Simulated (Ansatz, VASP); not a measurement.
## Two plane-wave programs on Pt

Contents of INCAR:

```
SYSTEM = Pt
PREC     = Accurate       ! precision mode
ENCUT    = 520            ! plane-wave cutoff, eV
EDIFF    = 1E-7           ! SCF threshold, eV
ISMEAR   = 0              ! smearing method
SIGMA    = 0.15           ! smearing width, eV
LREAL    = .FALSE.        ! projectors in reciprocal space
LASPH    = .TRUE.         ! aspherical terms in the spheres
NELM     = 80             ! most SCF steps
ALGO     = Fast           ! electronic algorithm
ISIF     = 2              ! what is computed and relaxed
LWAVE    = .FALSE.        ! write WAVECAR
LCHARG   = .TRUE.         ! write CHGCAR
LELF     = .TRUE.         ! ELF
LVHAR    = .TRUE.       
NBANDS   = 11             ! bands
```

Contents of KPOINTS:

```
Automatic mesh
0
G
  22 22 22
  0 0 0
```

Contents of POSCAR:

```
Pt
1.0
   -1.3801790983      1.5979819424      1.5979819424
    1.5979819424     -1.3801790983      1.5979819424
    1.5979819424      1.5979819424     -1.3801790983
Pt
1
Direct
    0.0000000000      0.0000000000      0.0000000000
```

Input for Ansatz:

```yaml
crystal:
  lattice:
    - [-1.3801790983, 1.5979819424, 1.5979819424]
    - [1.5979819424, -1.3801790983, 1.5979819424]
    - [1.5979819424, 1.5979819424, -1.3801790983]
  atoms:
    - { symbol: Pt, position: [0.0, 0.0, 0.0] }
basis:
  ecutwfc: 420
kpoints:
  mp_grid: { grid: [22, 22, 22] }
hamiltonian:
  xc: lda
  pseudopotentials: { kind: paw, azcp: { folder: soft_1 } }
scf:
  occupations: { method: gaussian, width: 0.15 }
output:
  forces: true
  stress: true
  eigenvalues: true
```

Alike in both runs: task single point; functional LDA; k mesh 22 × 22 × 22; occupations gaussian, width 0.15 eV; no spin polarisation.

|  | VASP | Ansatz |
| --- | --- | --- |
| version | VASP 6.6.1 | Ansatz 0.2.0 |
| potentials or method | VASP PAW LDA potentials, release 64 (Pt), cutoff 520 eV | scalar-relativistic, plane waves, PAW |
| valence electrons in the cell | 10 | 18 |

```tsv
	VASP	Ansatz	Ansatz less VASP
gap on the k mesh at the Fermi level (eV)	none	none	-
pressure (GPa)	-8.3	-8.8	-0.55
traceless stress, the component that is largest in VASP (GPa)	-6.01	-5.87	+0.141
```

Ansatz warns that its potentials were made for another functional, while VASP's fit it. LDA's correlation is that of Perdew and Zunger in VASP and of Perdew and Wang (1992) in Ansatz. A gap of «none» marks a metal or a gap that the smearing closes. VASP's potentials hold 10 valence electrons a cell and Ansatz's 18, so a difference there can come from the potentials and not from the codes.

Neither program's run includes spin-orbit coupling.
